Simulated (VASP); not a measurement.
# C (C2/m) in VASP: further runs

Runs on C. Level: LDA. Tasks: single point.

Program: VASP 6.6.1. These are calculated values, not measurements. Logs are shortened: lines on timing, memory, paths and dates and some standing lists are left out, and cuts for length are marked.

### Step 1. The cell of the first run

The typed cell holds 6 atoms: a = 2.445 Å, b = 2.445 Å, c = 9.839 Å, α = 90.02°, β = 90.00°, γ = 60.00°.

### Step 2. Single point, LDA (the distance across one plane changed)

INCAR reads:

```
PREC = Accurate
ENCUT = 520
EDIFF = 1E-6
ISMEAR = 0
SIGMA = 0.05
LREAL = False
LASPH = True
NELM = 60
ALGO = Normal
ISIF = 2
LWAVE = False
LCHARG = False
GGA = CA
NBANDS = 21
```

KPOINTS reads:

```
regular mesh
0
Gamma
  12 12 3
```

POSCAR reads:

```
C
1.0
    0.0000000000      2.4448680940      0.0000000000
   -2.1172982845      1.2224340470      0.0115975242
    0.0587676788      0.0000000000      9.8387129799
C
6
Direct
    0.4999968218      0.0000063565      0.1692752139
    0.8333184522      0.3333630957      0.8461056316
    0.1666576370      0.6666847261      0.5076904228
    0.4999914747      1.0000170506      0.5075890452
    0.8333306595      0.3333386810      0.1691738364
    0.1666522899      0.6666954202      0.8460042540
```

Potentials or basis: VASP PAW LDA potentials, release 64 (C).

Run with:

```bash
> cat potpaw_LDA.64/C/POTCAR > POTCAR
> mpirun -np 1 vasp_std > vasp.out
```

OUTCAR:

```text
PREC = Accurate
   ENCUT = 520
   EDIFF = 1E-6
   ISMEAR = 0
   LREAL = False
   LASPH = True
   NELM = 60
   ISIF = 2
   GGA = CA

 ion  position               nearest neighbor table
   1  0.500  0.000  0.169-   5 1.41   5 1.41   5 1.41
   2  0.833  0.333  0.846-   6 1.41   6 1.41   6 1.41
   3  0.167  0.667  0.508-   4 1.41   4 1.41   4 1.41
   4  0.500  0.000  0.508-   3 1.41   3 1.41   3 1.41
   5  0.833  0.333  0.169-   1 1.41   1 1.41   1 1.41
   6  0.167  0.667  0.846-   2 1.41   2 1.41   2 1.41

  LATTYP: Found a base centered monoclinic cell.
 ALAT       =     4.2346600941
 B/A-ratio  =     0.5773469510
 C/A-ratio  =     2.3234187095
 COS(beta)  =    -0.0004955793

  Lattice vectors:

 A1 = (  -2.1172982845,   1.2224340470,   0.0115975242)
 A2 = (  -2.1172982845,  -1.2224340470,   0.0115975242)
 A3 = (   0.0587676788,   0.0000000000,   9.8387129799)

Analysis of symmetry for initial positions (statically):
=====================================================================
 Subroutine PRICEL returns:
 Original cell was already a primitive cell.

 Routine SETGRP: Setting up the symmetry group for a
 base centered monoclinic supercell.

 Subroutine GETGRP returns: Found  4 space group operations
 (whereof  2 operations were pure point group operations)
 out of a pool of  4 trial point group operations.

The static configuration has the point symmetry C_1h.
 The point group associated with its full space group is C_2h.

Analysis of symmetry for dynamics (positions and initial velocities):
=====================================================================
 Subroutine PRICEL returns:
 Original cell was already a primitive cell.

 Routine SETGRP: Setting up the symmetry group for a
 base centered monoclinic supercell.

 Subroutine GETGRP returns: Found  4 space group operations
 (whereof  2 operations were pure point group operations)
 out of a pool of  4 trial point group operations.

The dynamic configuration has the point symmetry C_1h.
 The point group associated with its full space group is C_2h.

 Subroutine INISYM returns: Found  4 space group operations
 (whereof  2 operations are pure point group operations),
 and found     1 'primitive' translations

----------------------------------------------------------------------------------------

                                     Primitive cell

  volume of cell :      50.9319
[... 98 lines left out ...]
   LREAL  =      F    real-space projection
   EDIFFG = 0.1E-04   stopping-criterion for IOM
   NSW    =      0    number of steps for IOM
   IBRION =     -1    ionic relax: 0-MD 1-quasi-New 2-CG
   NFREE  =      0    steps in history (QN), initial steepest desc. (CG)
   ISIF   =      2    stress and relaxation
   ISYM   =      2    0-nonsym 1-usesym 2-fastsym
   POTIM  = 0.5000    time-step for ionic-motion
   TEBEG  =    0.0;   TEEND  =   0.0 temperature during run
   PSTRESS=    0.0 pullay stress
   NELECT =      24.0000    total number of electrons
   NUPDOWN=      -1.0000    fix difference up-down
   EMIN   =  10.00;   EMAX   =-10.00  energy-range for DOS
   EFERMI =   0.00;   METHOD = LEGACY
   ISMEAR =     0;   SIGMA  =   0.05  broadening in eV -4-tet -1-fermi 0-gaus
   EFERMI_NEDOS =   21; number of points for ismear=-14 and -15
   IALGO  =     38    algorithm
   IMIX   =      4    mixing-type and parameters
     AMIX     =   0.40;   BMIX     =  1.00
     AMIX_MAG =   1.60;   BMIX_MAG =  1.00
  volume/ion in A,a.u.               =       8.49        57.28
  Fermi-wavevector in a.u.,A,eV,Ry     =   1.273939  2.407395 22.081170  1.622920
  Thomas-Fermi vector in A             =   2.406735
   LORBIT       =      0    0 simple, 1 ext, 2 COOP (PROOUT), +10 PAW based schemes
   GGA     = CA    functional components
   LHFCALC =     F    Hartree Fock is set to
   AEXX    =    0.0000 exact exchange contribution
   IVDW    =     0    specifies the selected vdW correction
   LEPSILON=     F    determine dielectric tensor
   LRPA    =     F    only Hartree local field effects (RPA)
 non-spin polarized calculation
 Gauss-broadening in eV      SIGMA  =   0.05
  energy-cutoff  :      520.00
  volume of cell :       50.93
 maximum number of plane-waves:      1398
   NGX =  9   NGY =  9   NGZ = 37

 number of electron      23.9999994 magnetization

 Free energy of the ion-electron system (eV)
  ---------------------------------------------------
  ext. energy  EPLUGINS =         0.00000000
  ---------------------------------------------------
  free energy    TOTEN  =       -60.66652947 eV

  energy without entropy =      -60.66652947  energy(sigma->0) =      -60.66652947

 E-fermi :   4.8584     XC(G=0): -10.9499

 val. band max:        4.5597495594   @ k =  -0.3333   0.3333  -0.0000
 cond. band min:       5.2481729443   @ k =  -0.3333   0.3333  -0.0000
 fundamental gap:      0.6884233849
 Fermi energy:         4.8583911321

 k-point     1 :       0.0000    0.0000    0.0000
  band No.  band energies     occupation
      1     -14.7490      2.00000
      2     -14.4884      2.00000
      3     -14.4456      2.00000
      4      -3.5330      2.00000
      5      -3.3758      2.00000
      6      -1.6487      2.00000
[... 565 lines left out ...]
     20      16.4609      0.00000
     21      16.6942      0.00000

 [... further k-points ...]

------------------------ aborting loop because EDIFF is reached ----------------------------------------

  FORCE on cell =-STRESS in cart. coord.  units (eV):
  Direction    XX          YY          ZZ          XY          YZ          ZX
  --------------------------------------------------------------------------------------
  -------------------------------------------------------------------------------------
  Total        0.4250599      0.4263168      0.0780090      0.0000000      0.0000000     -0.0028986
  in kB       13.3712095     13.4107503      2.4539463      0.0000000      0.0000000     -0.0911829
  external PRESSURE =       9.7453021 kB  Pullay stress =       0.0000000 kB

 VOLUME and BASIS-vectors are now :
 -----------------------------------------------------------------------------
  energy-cutoff  :      520.00
  volume of cell :       50.93
      direct lattice vectors                 reciprocal lattice vectors
     0.000000000  2.444868094  0.000000000     0.236142279  0.409020021 -0.001410503
    -2.117298284  1.222434047  0.011597524    -0.472284557  0.000000000  0.002821006
     0.058767679  0.000000000  9.838712980     0.000556712  0.000000000  0.101635985

 POSITION                                       TOTAL-FORCE (eV/Angst)
 -----------------------------------------------------------------------------------
      0.00993      1.22243      1.66545         0.000436      0.000000      0.049991
     -0.65611      2.44487      8.32846         0.000154     -0.000000     -0.009463
     -1.38173      1.22243      5.00275         0.000277      0.000000      0.013869
      0.02979      1.22243      4.99402        -0.000277     -0.000000     -0.013869
     -0.69584      2.44487      1.66832        -0.000154      0.000000      0.009463
     -1.36188      1.22243      8.33133        -0.000436      0.000000     -0.049991
 -----------------------------------------------------------------------------------
    total drift:                                0.000000     -0.000000     -0.000028

  FREE ENERGIE OF THE ION-ELECTRON SYSTEM (eV)
  ---------------------------------------------------
  free  energy   TOTEN  =       -60.6665294724 eV

  energy  without entropy=      -60.6665294724  energy(sigma->0) =      -60.66652947
```

OSZICAR:

```text
N       E                     dE             d eps       ncg     rms          rms(c)
DAV:   1     0.594666548929E+02    0.59467E+02   -0.12616E+04  5082   0.107E+03
DAV:   2    -0.601599064727E+02   -0.11963E+03   -0.11330E+03  6644   0.223E+02
DAV:   3    -0.649309096704E+02   -0.47710E+01   -0.47483E+01  6337   0.418E+01
DAV:   4    -0.649850765829E+02   -0.54167E-01   -0.54136E-01  7326   0.526E+00
DAV:   5    -0.649858234891E+02   -0.74691E-03   -0.74667E-03  6874   0.549E-01    0.116E+01
DAV:   6    -0.616767115586E+02    0.33091E+01   -0.28081E+00  6000   0.895E+00    0.657E+00
DAV:   7    -0.606659428807E+02    0.10108E+01   -0.31349E+00  5882   0.964E+00    0.178E+00
DAV:   8    -0.606693923813E+02   -0.34495E-02   -0.16989E-01  6045   0.215E+00    0.428E-01
DAV:   9    -0.606665833125E+02    0.28091E-02   -0.59404E-03  6642   0.458E-01    0.124E-01
DAV:  10    -0.606665319059E+02    0.51407E-04   -0.64402E-04  6583   0.145E-01    0.590E-02
DAV:  11    -0.606665296593E+02    0.22466E-05   -0.16518E-05  6659   0.254E-02    0.127E-02
DAV:  12    -0.606665294724E+02    0.18685E-06   -0.13807E-06  5047   0.942E-03
   1 F= -.60666529E+02 E0= -.60666529E+02  d E =-.730873E-19
```

stdout:

```text
POSCAR found type information on POSCAR C
 POSCAR found :  1 types and       6 ions
 scaLAPACK will be used
 LDA part: xc-table for (Slater(with rela. corr.)+CA(PZ))
 , standard interpolation
 POSCAR, INCAR and KPOINTS ok, starting setup
 FFT: planning ... GRIDC
 FFT: planning ... GRID_SOFT
 FFT: planning ... GRID
 WAVECAR not read
 entering main loop
```

Wall time 2.3 min (1 thread of Intel Xeon 8259CL, shared host); peak memory 0.2 GiB.

What came out:

```
Free energy   : -60.6665 eV
Pressure      : 1.0 GPa
Largest force : 0.050 eV/Å
```

Forces in eV/Å, atoms in the order of the input:
```
C    0.000  0.000  0.050
C    0.000  0.000 -0.009
C    0.000  0.000  0.014
C    0.000  0.000 -0.014
C    0.000  0.000  0.009
C    0.000  0.000 -0.050
```

Caveat: the cell differs from its parent crystal (the distance across one plane changed).

### Step 3. Single point, LDA (the distance across one plane changed)

INCAR reads:

```
SYSTEM = C
PREC = Accurate
ENCUT = 520
EDIFF = 1E-6
ISMEAR = 0
SIGMA = 0.05
LREAL = .FALSE.
LASPH = .TRUE.
NELM = 80
ALGO = Normal
ISIF = 2
LWAVE = .FALSE.
LCHARG = .FALSE.
NBANDS = 21
```

KPOINTS reads:

```
Automatic mesh
0
G
  12 12 3
  0 0 0
```

POSCAR reads:

```
C
1.0
    0.0000000000      2.4448680940      0.0000000000
   -2.1172982845      1.2224340470      0.0115975242
    0.0609586503      0.0000000000     10.2387069794
C
6
Direct
    0.5000044363     -0.0000088725      0.1626621823
    0.8333565125      0.3332869750      0.8130510385
    0.1666804744      0.6666390513      0.4878566104
    0.5000143076      0.9999713849      0.4877591933
    0.8333382695      0.3333234611      0.1625647652
    0.1666903457      0.6666193086      0.8129536214
```

Potentials or basis: VASP PAW LDA potentials, release 64 (C).

Run with:

```bash
> cat potpaw_LDA.64/C/POTCAR > POTCAR
> mpirun -np 1 vasp_std > vasp.out
```

Run time: 2.5 min. Hardware: 1 thread of Intel Xeon 8259CL, shared host; peak memory 0.2 GiB.

Results (log left out):

```yaml
Free_energy: -60.6617 eV
Pressure: 0.7 GPa
Largest_force: 0.026 eV/Å
```

Forces on the atoms (eV/Å):
```
C    0.000  0.000 -0.012
C    0.000  0.000  0.026
C    0.000  0.000  0.013
C    0.000  0.000 -0.013
C    0.000  0.000 -0.026
C    0.000  0.000  0.012
```

Stress tensor (GPa, compression positive):
```
 1.38  0.00 -0.01
 0.00  1.39  0.00
-0.01  0.00 -0.82
```

Caveat: the cell differs from its parent crystal (the distance across one plane changed).
